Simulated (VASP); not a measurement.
# SiNi: relaxation of shape and atoms at fixed volume with PBE

Crystal: SiNi.

```
Si Ni
1.0
     5.25237    0.00000    0.00000
     0.00000    3.43420    0.00000
     0.00000    0.00000    5.74550
Si Ni
4 4
Direct
  0.31982 0.75000 0.08310
  0.18018 0.25000 0.58310
  0.81982 0.75000 0.41690
  0.68018 0.25000 0.91690
  0.00701 0.25000 0.19004
  0.49299 0.75000 0.69004
  0.50701 0.25000 0.30996
  0.99299 0.75000 0.80996
```

```
Program                : VASP 6.6.1
Task                   : relaxation of shape and atoms at fixed volume
Functional             : PBE
Potentials or basis    : VASP PAW PBE potentials, release 64 (Si, Ni)
Cutoff                 : 600 eV
k mesh                 : 8 × 10 × 6
Occupations            : gaussian, width 0.1 eV
Spin                   : no spin polarisation
Dipole correction      : no
Further INCAR settings : ALGO = Fast; EDIFF = 1e-07; IBRION = 2; EDIFFG = -0.01; NSW = 50; ISIF = 4
```

- Energy gained by relaxing: 0.3 meV/atom
- Ionic steps: 4
- Pressure after relaxing: -8.4 GPa
- Largest force after relaxing: 0.008 eV/Å
- Band gap on the k mesh: zero (bands 28 and 29 overlap by 1.72 eV)

Forces on the atoms (eV/Å):
```
Si  -0.004  0.000 -0.006
Si   0.004  0.000 -0.006
Si  -0.004  0.000  0.006
Si   0.004  0.000  0.006
Ni   0.004  0.000 -0.003
Ni  -0.004  0.000 -0.003
Ni   0.004  0.000  0.003
Ni  -0.004  0.000  0.003
```

Stress tensor (GPa, compression positive):
```
-8.33  0.00  0.00
 0.00 -8.47  0.00
 0.00  0.00 -8.36
```

The path:
| step | energy change (eV) | largest force (eV/Å) | pressure (GPa) | volume (Å³) |
| --- | --- | --- | --- | --- |
| 1 | 0.0000 | 0.0654 | -8.81 | 103.64 |
| 2 | -0.0010 | 0.0436 | -8.56 | 103.64 |
| 3 | -0.0021 | 0.0142 | -8.39 | 103.64 |
| 4 | -0.0024 | 0.0077 | -8.39 | 103.64 |

Final structure:
```cif
data_structure
_symmetry_space_group_name_H-M 'P 1'
_symmetry_Int_Tables_number 1
_cell_length_a 5.2470
_cell_length_b 3.4292
_cell_length_c 5.7597
_cell_angle_alpha 90.000
_cell_angle_beta 90.000
_cell_angle_gamma 90.000
_cell_volume 103.64
loop_
_atom_site_label
_atom_site_type_symbol
_atom_site_fract_x
_atom_site_fract_y
_atom_site_fract_z
_atom_site_occupancy
Si1 Si 0.31842 0.75000 0.08233 1
Si2 Si 0.18158 0.25000 0.58233 1
Si3 Si 0.81842 0.75000 0.41767 1
Si4 Si 0.68158 0.25000 0.91767 1
Ni1 Ni 0.00589 0.25000 0.19167 1
Ni2 Ni 0.49411 0.75000 0.69167 1
Ni3 Ni 0.50589 0.25000 0.30833 1
Ni4 Ni 0.99411 0.75000 0.80833 1
```

Levels at points of the mesh, in eV from the Fermi level:
```csv
k point,band 24,band 25,band 26,band 27,band 28,band 29,band 30,band 31,band 32,band 33
"(0.00, 0.00, 0.00)",-1.81,-1.79,-1.13,-0.96,-0.88,0.62,1.04,3.27,3.67,3.97
"(0.50, 0.00, 0.00)",-1.87,-1.73,-1.73,0.96,0.96,1.13,1.13,3.39,3.39,4.29
"(0.00, 0.50, 0.00)",-1.95,-1.73,-1.73,-1.33,-1.33,-0.59,-0.59,1.82,1.82,2.32
"(0.50, 0.50, 0.00)",-1.89,-1.55,-1.55,-1.55,-1.55,0.31,0.31,0.31,0.31,4.08
"(0.00, 0.00, 0.50)",-1.89,-1.37,-1.37,-0.29,-0.29,0.92,0.92,2.95,2.95,4.13
"(0.50, 0.00, 0.50)",-1.99,-0.98,-0.98,0.71,0.71,2.21,2.21,2.56,2.56,2.72
"(0.00, 0.50, 0.50)",-1.86,-1.81,-1.81,-1.60,-1.60,0.15,0.15,1.07,1.07,2.04
"(0.50, 0.50, 0.50)",-2.00,-1.74,-1.74,-1.74,-1.74,2.28,2.28,2.28,2.28,3.28
```

Wall time 38 min on 1 thread of Oxide Virtual Turin-like Processor, on a shared host, peak memory 0.49 GiB.

Spin polarisation is off, so any magnetic state and its effect on volume and gap are missing.
